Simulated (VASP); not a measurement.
A run of VASP 6.6.1:

INCAR

```
ALGO     = Normal         # electronic algorithm
EDIFF    = 1E-6           # SCF threshold, eV
ENCUT    = 520            # plane-wave cutoff, eV
GGA      = PE             # functional
ISIF     = 2              # what is computed and relaxed
ISMEAR   = 0              # smearing method
LASPH    = T              # aspherical terms in the spheres
LCHARG   = T              # write CHGCAR
LELF     = T              # ELF
LREAL    = F              # projectors in reciprocal space
LVHAR    = T            
LWAVE    = F              # write WAVECAR
NBANDS   = 26             # bands
NELM     = 100            # most SCF steps
PREC     = Accurate       # precision mode
SIGMA    = 0.05           # smearing width, eV
```

The input KPOINTS:

```
k-points
0
Gamma
  8 6 4
```

File POSCAR:

```
AlN
1.0
   -1.6567491617      2.8695737234      0.0000000000
    0.0000000000      0.0000000000      4.1874629526
    4.9702474850      2.8695737234      0.0000000000
Al N
4 4
Direct
    0.6646586028      0.7500000000      0.2215528676
    0.0000000000      0.7500000000      0.6666666667
    0.0000000000      0.2500000000      0.3333333333
    0.5000000000      0.2500000000      0.8333333333
    0.5000000000      0.2500000000      0.1666666667
    0.0000000000      0.2500000000      0.6666666667
    0.0000000000      0.7500000000      0.3333333333
    0.5000000000      0.7500000000      0.8333333333
```

Potentials or basis: VASP PAW PBE potentials, release 64 (Al, N).

Launch:

```console
$ cat potpaw_PBE.64/Al/POTCAR potpaw_PBE.64/N/POTCAR > POTCAR
$ mpirun -np 1 vasp_std > vasp.out
```

Hardware: 1 thread of AMD EPYC 9R45 96-Core Processor (Zen 5) (shared host).

Q: How long does it take, and how much memory?

A: Run time: 100 s on 1 thread of AMD EPYC 9R45 96-Core Processor (Zen 5), on a shared host, peak memory 0.23 GiB. Counts: scf iterations 14, k points 72.
